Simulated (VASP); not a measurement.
B: relaxation of cell and atoms with PBEsol

The system is B.

```
B
1.0
    -0.98793    0.98793    1.49704
     0.98793   -0.98793    1.49704
     0.98793    0.98793   -1.49704
B
1
Direct
  0.00000 0.00000 0.00000
```

```yaml
Program: VASP 6.6.1
Task: relaxation of cell and atoms
Functional: PBEsol
Potentials_or_basis: VASP PAW PBE potentials, release 64 (B)
Cutoff: 600 eV
k_mesh: 38 × 38 × 38
Occupations: gaussian, width 0.1 eV
Spin: no spin polarisation
Dipole_correction: no
Further_INCAR_settings: ALGO = Normal; EDIFF = 1e-06; IBRION = 2; EDIFFG = -0.01; NSW = 100; ISIF = 3
```

| Quantity | Value |
| --- | --- |
| Relaxed volume | 5.83 Å³/atom |
| Relaxed cell | a = 2.024 Å, b = 2.024 Å, c = 2.024 Å, α = 120.35°, β = 120.35°, γ = 89.39° |
| Space group after relaxing (to 0.1 Å) | Fm-3m (No. 225) |
| Energy gained by relaxing | 9.6 meV/atom |
| Ionic steps | 9 |
| Pressure after relaxing | 0.0 GPa |
| Band gap on the k mesh | zero (an odd number of electrons rules out a gap without spin polarisation) |

The path:
```tsv
step	energy change (eV)	largest force (eV/Å)	pressure (GPa)	volume (Å³)
1	0.0000	0.0000	0.54	5.84
2	-0.0075	0.0000	-1.10	5.86
3	-0.0092	0.0000	-1.86	5.87
4	-0.0093	0.0000	-1.92	5.87
5	-0.0093	0.0000	-1.94	5.87
6	-0.0093	0.0000	-1.93	5.87
7	-0.0093	0.0000	-1.92	5.87
8	-0.0094	0.0000	1.49	5.80
9	-0.0096	0.0000	0.00	5.83
```

Final structure:
```
CELL_PARAMETERS angstrom
-1.00661 1.00661 1.43878
1.00661 -1.00661 1.43878
1.00661 1.00661 -1.43878
ATOMIC_POSITIONS crystal
B 0.00000 0.00000 0.00000
```

Levels at points of the mesh, in eV from the Fermi level:
```
           k point  band 1  band 2  band 3  band 4  band 5
(0.00, 0.00, 0.00)  -19.32   16.13   16.13   16.13   32.56
(0.50, 0.00, 0.00)  -10.14   -5.65   12.98   13.31   29.10
(0.50, 0.50, 0.00)   -7.22   -0.12    5.94    6.10   15.95
(0.50, 0.50, 0.50)   -7.47   -0.55    6.32    6.32   16.26
```

Run time: 88 s on 1 thread of Intel(R) Xeon(R) 6975P-C (Granite Rapids), on a shared host, peak memory 0.25 GiB.

Caveat: the PAW data sets were made with another functional, which shifts forces and pressure a little.
